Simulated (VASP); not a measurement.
# Rh (Fm-3m) in VASP: further runs

Runs on Rh. Level: LDA. Tasks: single point.

Everything below comes from runs of VASP 6.6.1. Logs are shortened: lines on timing, memory, paths and dates and some standing lists are left out, and cuts for length are marked.

### Step 1. The cell of the first run

Symmetry: Fm-3m, No. 225, cubic system. The conventional cell has a = 3.755 Å, b = 3.755 Å, c = 3.755 Å, α = 90.00°, β = 90.00°, γ = 90.00°. Rh (site symmetry m-3m) has 12 Rh at 2.66 Å within 3.5 Å.

### Step 2. Single point, LDA

File INCAR:

```
PREC = Accurate
ENCUT = 520
EDIFF = 1E-6
ISMEAR = 1
SIGMA = 0.03
LREAL = F
LASPH = T
NELM = 80
ALGO = Normal
ISIF = 2
LWAVE = F
LCHARG = F
NBANDS = 14
```

File KPOINTS:

```
regular mesh
0
Gamma
  14 14 14
```

File POSCAR:

```
Rh
1.0
    0.0000000000      1.8776226225      1.8776226225
    1.8776226225      0.0000000000      1.8776226225
    1.8776226225      1.8776226225      0.0000000000
Rh
1
Direct
    0.0000000000      0.0000000000      0.0000000000
```

Potentials or basis: VASP PAW LDA potentials, release 64 (Rh_pv).

On the command line:

```sh
> cat potpaw_LDA.64/Rh_pv/POTCAR > POTCAR
> mpirun -np 1 vasp_std > vasp.out
```

OUTCAR:

```text
PREC = Accurate
   ENCUT = 520
   EDIFF = 1E-6
   ISMEAR = 1
   LREAL = F
   LASPH = T
   NELM = 80
   ISIF = 2

 ion  position               nearest neighbor table
   1  0.000  0.000  0.000-

  LATTYP: Found a face centered cubic cell.
 ALAT       =     3.7552452450

  Lattice vectors:

 A1 = (   0.0000000000,   1.8776226225,   1.8776226225)
 A2 = (   1.8776226225,   0.0000000000,   1.8776226225)
 A3 = (   1.8776226225,   1.8776226225,   0.0000000000)

Analysis of symmetry for initial positions (statically):
=====================================================================
 Subroutine PRICEL returns:
 Original cell was already a primitive cell.

 Routine SETGRP: Setting up the symmetry group for a
 face centered cubic supercell.

 Subroutine GETGRP returns: Found 48 space group operations
[... 9 lines left out ...]

 Routine SETGRP: Setting up the symmetry group for a
 face centered cubic supercell.

 Subroutine GETGRP returns: Found 48 space group operations
[... 11 lines left out ...]
                                     Primitive cell

  volume of cell :      13.2390

  direct lattice vectors                    reciprocal lattice vectors
     0.000000000  1.877622622  1.877622622    -0.266294192  0.266294192  0.266294192
     1.877622622  0.000000000  1.877622622     0.266294192 -0.266294192  0.266294192
     1.877622622  1.877622622  0.000000000     0.266294192  0.266294192 -0.266294192

  length of vectors
     2.655359378  2.655359378  2.655359378     0.461235071  0.461235071  0.461235071

  position of ions in fractional coordinates (direct lattice)
     0.000000000  0.000000000  0.000000000

  ion indices of the primitive-cell ions
   primitive index   ion index
                 1           1

----------------------------------------------------------------------------------------

 KPOINTS: regular mesh

Automatic generation of k-mesh.
 Grid dimensions read from file:
 generate k-points for:   14   14   14

 Generating k-lattice:

  Cartesian coordinates                     Fractional coordinates (reciprocal lattice)
    -0.019021014  0.019021014  0.019021014     0.071428571  0.000000000  0.000000000
     0.019021014 -0.019021014  0.019021014     0.000000000  0.071428571  0.000000000
     0.019021014  0.019021014 -0.019021014     0.000000000  0.000000000  0.071428571

  Length of vectors
     0.032945362  0.032945362  0.032945362

  Shift w.r.t. Gamma in fractional coordinates (k-lattice)
     0.000000000  0.000000000  0.000000000

 Subroutine IBZKPT returns following result:
 ===========================================

 Found    104 irreducible k-points:

 Following reciprocal coordinates:
            Coordinates               Weight
  0.000000  0.000000  0.000000      1.000000
  0.071429  0.000000  0.000000      8.000000
  0.142857  0.000000  0.000000      8.000000
  0.214286  0.000000  0.000000      8.000000
  0.285714  0.000000  0.000000      8.000000
  0.357143  0.000000  0.000000      8.000000
[... 16 lines left out ...]
  0.214286  0.142857  0.000000     24.000000
  0.285714  0.142857  0.000000     24.000000
 [... further k-points ...]
   k-points           NKPTS =    104   k-points in BZ     NKDIM =    104   number of bands    NBANDS=     14
   number of dos      NEDOS =    301   number of ions     NIONS =      1
   total plane-waves  NPLWV =   8000
   dimension x,y,z NGX =    20 NGY =   20 NGZ =   20
   dimension x,y,z NGXF=    40 NGYF=   40 NGZF=   40
   ions per type =               1
   NGX,Y,Z   is equivalent  to a cutoff of  12.52, 12.52, 12.52 a.u.
   NGXF,Y,Z  is equivalent  to a cutoff of  25.04, 25.04, 25.04 a.u.
 SYSTEM =  unknown system
   PREC   = accura    normal or accurate (medium, high low for compatibility)
   ISTART =      0    job   : 0-new  1-cont  2-samecut
   ICHARG =      2    charge: 1-file 2-atom 10-const
   ISPIN  =      1    spin polarized calculation?
   LNONCOLLINEAR =      F non collinear calculations
   LSORBIT =      F    spin-orbit coupling
   LASPH  =      T    aspherical Exc in radial PAW
   ENCUT  =  520.0 eV  38.22 Ry    6.18 a.u.   4.94  4.94  4.94*2*pi/ulx,y,z
   NELM   =     80;   NELMIN=  2; NELMDL= -5     # of ELM steps
   EDIFF  = 0.1E-05   stopping-criterion for ELM
   LREAL  =      F    real-space projection
   EDIFFG = 0.1E-04   stopping-criterion for IOM
   NSW    =      0    number of steps for IOM
   IBRION =     -1    ionic relax: 0-MD 1-quasi-New 2-CG
[... 8 lines left out ...]
   EMIN   =  10.00;   EMAX   =-10.00  energy-range for DOS
   EFERMI =   0.00;   METHOD = LEGACY
   ISMEAR =     1;   SIGMA  =   0.03  broadening in eV -4-tet -1-fermi 0-gaus
   EFERMI_NEDOS =   21; number of points for ismear=-14 and -15
   IALGO  =     38    algorithm
   IMIX   =      4    mixing-type and parameters
     AMIX     =   0.40;   BMIX     =  1.00
     AMIX_MAG =   1.60;   BMIX_MAG =  1.00
  volume/ion in A,a.u.               =      13.24        89.34
  Fermi-wavevector in a.u.,A,eV,Ry     =   1.706686  3.225169 39.630735  2.912777
  Thomas-Fermi vector in A             =   2.785677
   LORBIT       =      0    0 simple, 1 ext, 2 COOP (PROOUT), +10 PAW based schemes
   GGA     = CA    functional components
   LHFCALC =     F    Hartree Fock is set to
   AEXX    =    0.0000 exact exchange contribution
   IVDW    =     0    specifies the selected vdW correction
   LEPSILON=     F    determine dielectric tensor
   LRPA    =     F    only Hartree local field effects (RPA)
 non-spin polarized calculation
 Methfessel and Paxton  Order N= 1 SIGMA  =   0.03
  energy-cutoff  :      520.00
  volume of cell :       13.24
 maximum number of plane-waves:       368
   NGX =  9   NGY =  9   NGZ =  9

 number of electron      15.0000002 magnetization

 Free energy of the ion-electron system (eV)
  ---------------------------------------------------
  ext. energy  EPLUGINS =         0.00000000
  ---------------------------------------------------
  free energy    TOTEN  =        -8.68279542 eV

  energy without entropy =       -8.68281642  energy(sigma->0) =       -8.68280242

 E-fermi :  12.3736     XC(G=0): -14.5925

 val. band max:       12.3611695591   @ k =   0.4286   0.3571   0.0000
 cond. band min:      12.3780364557   @ k =   0.3571   0.0000   0.0000
 fundamental gap:      0.0168668966
 Fermi energy:        12.3735840510

 k-point     1 :       0.0000    0.0000    0.0000
  band No.  band energies     occupation
      1     -33.7973      2.00000
      2     -33.7973      2.00000
      3     -33.7973      2.00000
      4       4.1124      2.00000
      5       9.1328      2.00000
      6       9.1328      2.00000
      7       9.1328      2.00000
      8      11.3880      2.00000
      9      11.3880      2.00000
     10      28.3336      0.00000
     11      32.6870      0.00000
     12      33.9562      0.00000
     13      33.9562      0.00000
     14      33.9562      0.00000

 k-point     2 :       0.0714    0.0000    0.0000
  band No.  band energies     occupation
      1     -33.8411      2.00000
      2     -33.8032      2.00000
      3     -33.8032      2.00000
      4       4.3253      2.00000
      5       9.0368      2.00000
      6       9.2170      2.00000
      7       9.2170      2.00000
      8      11.3401      2.00000
      9      11.3401      2.00000
     10      28.6539      0.00000
     11      32.6821      0.00000
     12      32.8976      0.00000
     13      34.2783      0.00000
     14      34.2783      0.00000

 k-point     3 :       0.1429    0.0000    0.0000
  band No.  band energies     occupation
      1     -33.9627      2.00000
      2     -33.8195      2.00000
      3     -33.8195      2.00000
      4       4.9115      2.00000
      5       8.8331      2.00000
      6       9.4127      2.00000
      7       9.4127      2.00000
      8      11.2666      2.00000
      9      11.2666      2.00000
     10      29.4450      0.00000
     11      30.9075      0.00000
     12      32.6885      0.00000
     13      35.1952      0.00000
     14      35.1952      0.00000

 k-point     4 :       0.2143    0.0000    0.0000
  band No.  band energies     occupation
      1     -34.1359      2.00000
      2     -33.8430      2.00000
      3     -33.8430      2.00000
      4       5.6528      2.00000
      5       8.8033      2.00000
      6       9.5388      2.00000
      7       9.5388      2.00000
      8      11.3727      2.00000
      9      11.3727      2.00000
     10      28.8071      0.00000
     11      30.1199      0.00000
     12      32.6877      0.00000
     13      36.5432      0.00000
     14      36.5432      0.00000

 k-point     5 :       0.2857    0.0000    0.0000
  band No.  band energies     occupation
      1     -34.3249      2.00000
      2     -33.8689      2.00000
      3     -33.8689      2.00000
      4       6.0918      2.00000
      5       9.4382      2.00000
      6       9.4559      2.00000
      7       9.4559      2.00000
      8      11.7971      2.00000
      9      11.7971      2.00000
     10      26.6599      0.00000
     11      29.8055      0.00000
[... 276 lines left out ...]
 k-point    22 :       0.1429    0.1429    0.0000
  band No.  band energies     occupation
      1     -33.9575      2.00000
      2     -33.8566      2.00000
      3     -33.8566      2.00000
      4       5.1822      2.00000
      5       8.4285      2.00000
      6       9.7219      2.00000
      7       9.7219      2.00000
      8      10.6655      2.00000
      9      11.6700      2.00000
     10      29.9645      0.00000
     11      32.0586      0.00000
     12      32.6899      0.00000
     13      33.8833      0.00000
     14      33.8833      0.00000

 k-point    23 :       0.2143    0.1429    0.0000
  band No.  band energies     occupation
      1     -34.0700      2.00000
      2     -33.8860      2.00000
      3     -33.8790      2.00000
      4       5.7874      2.00000
      5       8.1389      2.00000
      6       9.8433      2.00000
      7       9.9954      2.00000
      8      10.6645      2.00000
      9      11.8323      2.00000
     10      30.6111      0.00000
     11      30.8783      0.00000
     12      32.6874      0.00000
     13      33.6966      0.00000
     14      34.2358      0.00000

 k-point    24 :       0.2857    0.1429    0.0000
  band No.  band energies     occupation
      1     -34.2246      2.00000
      2     -33.9152      2.00000
      3     -33.9060      2.00000
      4       6.4256      2.00000
      5       8.0645      2.00000
      6       9.5066      2.00000
      7      10.1031      2.00000
      8      11.4430      2.00000
      9      12.1591      2.00000
     10      28.6560      0.00000
     11      31.0241      0.00000
     12      32.6866      0.00000
     13      33.4539      0.00000
     14      34.6349      0.00000

 [... further k-points ...]
[... 5 lines left out ...]
  --------------------------------------------------------------------------------------
  -------------------------------------------------------------------------------------
  Total        0.0404858      0.0404858      0.0404858      0.0000000     -0.0000000      0.0000000
  in kB        4.8995777      4.8995777      4.8995777      0.0000000     -0.0000000      0.0000000
  external PRESSURE =       4.8995777 kB  Pullay stress =       0.0000000 kB

 VOLUME and BASIS-vectors are now :
 -----------------------------------------------------------------------------
  energy-cutoff  :      520.00
  volume of cell :       13.24
      direct lattice vectors                 reciprocal lattice vectors
     0.000000000  1.877622622  1.877622622    -0.266294192  0.266294192  0.266294192
     1.877622622  0.000000000  1.877622622     0.266294192 -0.266294192  0.266294192
     1.877622622  1.877622622  0.000000000     0.266294192  0.266294192 -0.266294192

 POSITION                                       TOTAL-FORCE (eV/Angst)
 -----------------------------------------------------------------------------------
      0.00000      0.00000      0.00000        -0.000000      0.000000     -0.000000
 -----------------------------------------------------------------------------------
    total drift:                                0.000000     -0.000000      0.000000

  FREE ENERGIE OF THE ION-ELECTRON SYSTEM (eV)
  ---------------------------------------------------
  free  energy   TOTEN  =        -8.6827954190 eV

  energy  without entropy=       -8.6828164188  energy(sigma->0) =       -8.68280242
```

It took 9.8 s on 1 thread of Intel Xeon Platinum 8488C (Sapphire Rapids), shared host; peak memory 0.13 GiB.

Results:

- Free energy: -8.6828 eV
- Pressure: 0.5 GPa

### Step 3. Single point, LDA

File INCAR:

```
SYSTEM = Rh
ALGO = Normal
EDIFF = 1E-6
ENCUT = 520
GGA = CA
ISIF = 2
ISMEAR = 1
LASPH = .TRUE.
LCHARG = .FALSE.
LREAL = .FALSE.
LWAVE = .FALSE.
NBANDS = 14
NELM = 80
PREC = Accurate
SIGMA = 0.1
```

File KPOINTS:

```
k-points
0
G
  14 14 14
  0 0 0
```

POSCAR is that of step 2.

Potentials or basis: VASP PAW LDA potentials, release 64 (Rh_pv).

On the command line:

```sh
> cat potpaw_LDA.64/Rh_pv/POTCAR > POTCAR
> mpirun -np 1 vasp_std > vasp.out
```

Run time: 12 s. Hardware: 1 thread of Intel Xeon Platinum 8488C (Sapphire Rapids), shared host; peak memory 0.13 GiB.

It converged, with:

```yaml
Free_energy: -8.6831 eV
Pressure: 0.5 GPa
```

Levels at points of the mesh, in eV from the Fermi level:
```
           k point  band 4  band 5  band 6  band 7  band 8  band 9  band 10  band 11
(0.00, 0.00, 0.00)   -8.27   -3.25   -3.25   -3.25   -1.00   -1.00    15.95    20.30
(0.50, 0.00, 0.00)   -6.45   -3.33   -3.33    0.67    0.67    0.69     9.03    15.48
(0.50, 0.50, 0.00)   -6.67   -6.29    0.65    1.11    1.11    3.29    12.78    13.47
```

### Step 4. Single point, LDA

File INCAR:

```
SYSTEM = Rh
PREC = Accurate ; ENCUT = 520
EDIFF = 1E-7 ; ISMEAR = 1
SIGMA = 0.6 ; LREAL = .False.
LASPH = .True. ; NELM = 80
ALGO = Normal ; ISIF = 2
LWAVE = .False. ; LCHARG = .False.
GGA = CA ; NBANDS = 14
```

File KPOINTS:

```
regular mesh
0
Gamma
  14 14 14
  0 0 0
```

POSCAR is that of step 3.

On the command line:

```sh
> cat potpaw_LDA.64/Rh_pv/POTCAR > POTCAR
> mpirun -np 1 vasp_std > vasp.out
```

It took 12 s on 1 thread of Intel Xeon Platinum 8488C (Sapphire Rapids), shared host; peak memory 0.13 GiB.

It converged, with:

| Quantity | Value |
| --- | --- |
| Free energy | -8.6783 eV |
| Pressure | 0.6 GPa |

Levels at points of the mesh, in eV from the Fermi level:
```csv
k point,band 5,band 6,band 7,band 8,band 9,band 10
"(0.00, 0.00, 0.00)",-3.29,-3.29,-3.29,-1.03,-1.03,15.91
"(0.50, 0.00, 0.00)",-3.36,-3.36,0.63,0.63,0.66,8.99
"(0.50, 0.50, 0.00)",-6.33,0.62,1.07,1.07,3.26,12.74
```

### Step 5. Single point, LDA

File INCAR:

```
ALGO     = Normal         # electronic algorithm
EDIFF    = 1E-6           # SCF threshold, eV
ENCUT    = 520            # plane-wave cutoff, eV
GGA      = CA             # functional
ISIF     = 2              # what is computed and relaxed
ISMEAR   = -1             # smearing method
LASPH    = True           # aspherical terms in the spheres
LCHARG   = False          # write CHGCAR
LREAL    = False          # projectors in reciprocal space
LWAVE    = False          # write WAVECAR
NBANDS   = 14             # bands
NELM     = 80             # most SCF steps
PREC     = Accurate       # precision mode
SIGMA    = 0.1            # smearing width, eV
```

File KPOINTS:

```
k-points
0
Gamma
  15 15 15
```

POSCAR is that of step 4.

On the command line:

```sh
> cat potpaw_LDA.64/Rh_pv/POTCAR > POTCAR
> mpirun -np 1 vasp_std > vasp.out
```

Wall time 10 s (1 thread of Intel Xeon Platinum 8488C (Sapphire Rapids), shared host); peak memory 0.13 GiB.

It converged, with:

```yaml
Free_energy: -8.7045 eV
Pressure: 0.9 GPa
```

Levels at points of the mesh, in eV from the Fermi level:
```csv
k point,band 3,band 4,band 5,band 6,band 7,band 8,band 9,band 10,band 11,band 12
"(0.00, 0.00, 0.00)",-46.23,-8.31,-3.29,-3.29,-3.29,-1.04,-1.04,15.92,20.24,21.54
```

### Step 6. Single point, LDA

File INCAR:

```
PREC = Accurate
ENCUT = 520
EDIFF = 1E-7
ISMEAR = -1
SIGMA = 0.1
LREAL = F
LASPH = T
NELM = 60
ALGO = Normal
ISIF = 2
LWAVE = F
LCHARG = F
NBANDS = 14
```

File KPOINTS:

```
regular mesh
0
Gamma
  21 21 21
```

POSCAR is that of step 5.

Potentials or basis: VASP PAW LDA potentials, release 64 (Rh_pv).

On the command line:

```sh
> cat potpaw_LDA.64/Rh_pv/POTCAR > POTCAR
> mpirun -np 1 vasp_std > vasp.out
```

Wall time 26 s (1 thread of Intel Xeon Platinum 8488C (Sapphire Rapids), shared host); peak memory 0.16 GiB.

The run converged. Its results:

- Free energy: -8.7041 eV
- Pressure: 0.9 GPa

Levels at points of the mesh, in eV from the Fermi level:
```tsv
k point	band 4	band 5	band 6	band 7	band 8	band 9	band 10	band 11
(0.00, 0.00, 0.00)	-8.30	-3.29	-3.29	-3.29	-1.03	-1.03	15.92	20.25
```

### Step 7. Summary

```csv
k mesh,smearing,gap on the mesh (eV),pressure (GPa)
14 × 14 × 14,methfessel-paxton 0.03 eV,none,0.5
14 × 14 × 14,methfessel-paxton 0.1 eV,none,0.5
14 × 14 × 14,methfessel-paxton 0.6 eV,none,0.6
15 × 15 × 15,fermi-dirac 0.1 eV,none,0.9
21 × 21 × 21,fermi-dirac 0.1 eV,none,0.9
```

Alike in all rows: task single point; level LDA; potentials or basis VASP PAW LDA potentials, release 64 (Rh_pv); no spin polarisation; cell as given; cutoff (eV) 520.

Every run on the cell as given and a fine mesh finds a metal.

Total energies depend on the potentials used, so only differences within one code and one set of settings carry meaning.
